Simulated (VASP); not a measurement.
ZnS: vibrations by perturbation theory with PBEsol

ZnS:

```xyz
2
Lattice="0.0000 2.6783 2.6783 2.6783 0.0000 2.6783 2.6783 2.6783 0.0000" Properties=species:S:1:pos:R:3 pbc="T T T"
Zn    0.0000    0.0000    0.0000
S     1.3392    1.3392    1.3392
```

| Quantity | Value |
| --- | --- |
| Program | VASP 6.6.1 |
| Task | vibrations by perturbation theory |
| Functional | PBEsol |
| Potentials or basis | VASP PAW PBE potentials, release 64 (Zn, S) |
| Cutoff | 520 eV |
| k mesh | 8 × 8 × 8 |
| Occupations | gaussian, width 0.01 eV |
| Spin | no spin polarisation |
| Dipole correction | no |
| Further INCAR settings | ALGO = Normal; EDIFF = 1e-08; NBANDS = 16; IBRION = 8; NSW = 1 |

```yaml
Electronic_dielectric_tensor_diagonal: 6.17
Born_charges_mean_of_the_diagonal: Zn +1.97; S -1.97 e
Highest_phonon_frequency_at_Γ_LO-TO_splitting_left_out: 280 cm⁻¹
```

Phonon frequencies in cm⁻¹ (negative: imaginary):
| q point | frequencies |
| --- | --- |
| (0.000, 0.000, 0.000) | 0 0 0 280 280 280 |

Electronic dielectric tensor:
```
6.17 0.00 0.00
0.00 6.17 0.00
0.00 0.00 6.17
```

Born effective charge tensors (e):
atom 1, Zn
```
1.97 0.00 0.00
0.00 1.97 0.00
0.00 0.00 1.97
```
atom 2, S
```
-1.97  0.00  0.00
 0.00 -1.97  0.00
 0.00  0.00 -1.97
```

It took 3.1 min on 1 thread of Intel(R) Xeon(R) 6975P-C (Granite Rapids) (shared host), peak memory 0.27 GiB.
